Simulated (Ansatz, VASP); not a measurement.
**Si: VASP beside Ansatz**

```xyz
2
Lattice="0.0000 2.6132 2.6132 2.6132 0.0000 2.6132 2.6132 2.6132 0.0000" Properties=species:S:1:pos:R:3 pbc="T T T"
Si    0.0000    0.0000    0.0000
Si    1.3066    1.3066    1.3066
```

Change from the starting cell: hydrostatic strain -4.0%.

Alike in both runs: task single point; functional HSE06; k mesh 6 × 6 × 6; no spin polarisation.

```csv
,VASP,Ansatz
version,VASP 6.6.1,Ansatz 0.2.0
potentials or method,"VASP PAW PBE potentials, release 64 (Si)","plane waves, PAW"
plane-wave cutoff (eV),520,420
occupations,"gaussian, width 0.01 eV",fixed
valence electrons in the cell,8,8
```

Ansatz gave:

```
gap on the k mesh at the Fermi level (eV) : 1.02
pressure (GPa)                            : 15.2
```

**Question.** Which values does VASP return?

**Answer.** gap on the k mesh at the Fermi level (eV): 1.04; pressure (GPa): 14.7.

Ansatz's warnings: stress exchange threshold loose, stress scf threshold loose.
